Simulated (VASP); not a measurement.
Input of a VASP 6.6.1 run:

File INCAR:

```
SYSTEM = Cd
PREC = Accurate
ENCUT = 600
EDIFF = 1E-6
ISMEAR = 0
SIGMA = 0.1
LREAL = .False.
LASPH = .True.
NELM = 100
ALGO = Fast
ISIF = 3
LWAVE = .False.
LCHARG = .False.
GGA = PE
IBRION = 2
NSW = 80
EDIFFG = -0.01
```

Contents of KPOINTS:

```
regular mesh
0
Gamma
  16 16 16
  0 0 0
```

Contents of POSCAR:

```
Cd
1.0
    0.0000000000      2.2513177376      2.2513177376
    2.2513177376      0.0000000000      2.2513177376
    2.2513177376      2.2513177376      0.0000000000
Cd
1
Direct
    0.0000000000      0.0000000000      0.0000000000
```

Potentials or basis: VASP PAW PBE potentials, release 64 (Cd).

Run with:

```console
$ cat potpaw_PBE.64/Cd/POTCAR > POTCAR
$ mpirun -np 1 vasp_std > vasp.out
```

Estimate the band gap on the k mesh.

zero (bands 6 and 7 overlap by 3.23 eV).

Estimate the space group after relaxing (to 0.1 Å).

Fm-3m (No. 225).

The path:
```tsv
step	energy change (eV)	largest force (eV/Å)	pressure (GPa)	volume (Å³)
1	0.0000	0.0000	0.34	22.82
2	-0.0001	0.0000	0.01	22.98
```

PBE usually gives volumes a little too large and moduli too small. Zero-point motion and thermal expansion aren't in these numbers.
